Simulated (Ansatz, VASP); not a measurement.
PtSe2 in VASP and in Ansatz

```
CELL_PARAMETERS angstrom
3.72400 0.00000 0.00000
-1.86200 3.22508 0.00000
0.00000 0.00000 5.06200
ATOMIC_POSITIONS crystal
Pt 0.00000 0.00000 0.00000
Se 0.33333 0.66667 0.25000
Se 0.66667 0.33333 0.75000
```

Alike in both runs: task single point; functional PBE; k mesh 9 × 9 × 6; occupations methfessel-paxton of order 1, width 0.05 eV; no spin polarisation.

|  | VASP | Ansatz |
| --- | --- | --- |
| version | VASP 6.6.1 | Ansatz 0.2.0 |
| potentials or method | VASP PAW PBE potentials, release 64 (Pt, Se), cutoff 520 eV | plane waves, PAW |
| valence electrons in the cell | 22 | 50 |

```tsv
	VASP	Ansatz	Ansatz less VASP
pressure (GPa)	7.3	7.3	0.00
traceless stress, the component that is largest in VASP (GPa)	-1.28	-1.26	+0.017
rms of the force components (eV/Å)	0.278	0.274	-0.0034
```

Atom by atom the forces differ by 0.003 eV/Å (rms over components). The functional is the same, so the differences come from potentials, cutoffs and numerics. VASP's potentials hold 22 valence electrons a cell and Ansatz's 50, so a difference there can come from the potentials and not from the codes. Ansatz's warnings: stress scf threshold loose.

Spin-orbit coupling is off throughout.
